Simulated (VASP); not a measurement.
Input of a VASP 6.6.1 run:

INCAR

```
SYSTEM = VOs
PREC = Accurate
ENCUT = 560
EDIFF = 1E-6
ISMEAR = -1
SIGMA = 0.1
LREAL = .False.
LASPH = .True.
NELM = 200
ALGO = Normal
ISIF = 2
LWAVE = .False.
LCHARG = .True.
ISPIN = 2
MAGMOM = 2 0
LORBIT = 11
LMAXMIX = 4
GGA = B5
ALDAX = 1.0
AGGAX = 1.0
AGGAC = 1.0
ALDAC = 0.0
LELF = .True.
LVHAR = .True.
NBANDS = 26
GGA_COMPAT = .False.
```

KPOINTS

```
regular mesh
0
Gamma
  10 10 10
  0 0 0
```

File POSCAR:

```
VOs
1.0
    3.0165740000      0.0000000000      0.0000000000
    0.0000000000      3.0165740000      0.0000000000
    0.0000000000      0.0000000000      3.0165740000
V Os
1 1
Direct
    0.0000000000      0.0000000000      0.0000000000
    0.5000000000      0.5000000000      0.5000000000
```

Potentials or basis: VASP PAW PBE potentials, release 64 (V_sv, Os_sv_GW).

Launch:

```bash
$ cat potpaw_PBE.64/V_sv/POTCAR potpaw_PBE.64/Os_sv_GW/POTCAR > POTCAR
$ mpirun -np 1 vasp_std > vasp.out
```

(1) Predict the pressure.

(2) Predict the net moment.

## Answers

(1) 12.2 GPa.

(2) 0.00 μB per cell.

Caveat: the cell stands under pressure; the moments typed at the start vanished in this run; the PAW data sets were made with another functional, which shifts forces and pressure a little.
